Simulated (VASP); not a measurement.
Input of a VASP 6.6.1 run:

File INCAR:

```
  ALGO = Normal
  EDIFF = 1E-7
  ENCUT = 520
  GGA = PE
  ISIF = 2
  ISMEAR = 0
  LASPH = True
  LCHARG = False
  LREAL = False
  LWAVE = False
  NBANDS = 14
  NELM = 100
  PREC = Accurate
  SIGMA = 0.05
```

KPOINTS

```
k-points
0
Gamma
  6 6 6
```

File POSCAR:

```
NaI
1.0
    0.0000000000      3.1878540000      3.2364000000
    3.1878540000      0.0000000000      3.2364000000
    3.1878540000      3.1878540000      0.0000000000
Na I
1 1
Direct
    0.0000000000      0.0000000000      0.0000000000
    0.5000000000      0.5000000000      0.5000000000
```

Potentials or basis: VASP PAW PBE potentials, release 64 (Na_pv, I).

Run with:

```bash
$ cat potpaw_PBE.64/Na_pv/POTCAR potpaw_PBE.64/I/POTCAR > POTCAR
$ mpirun -np 1 vasp_std > vasp.out
```

Question: What does it give for the band gap on the k mesh?

Answer: 3.71 eV.

Question: What does it give for the pressure?

Answer: 1.0 GPa.

Stress tensor (GPa, compression positive):
```
1.15 0.00 0.00
0.00 1.15 0.00
0.00 0.00 0.70
```

Caveat: the cell differs from its parent crystal (strain -0.015 along x and y, +0.000 along z); spin-orbit coupling is left out, which moves the levels of the heavy elements.
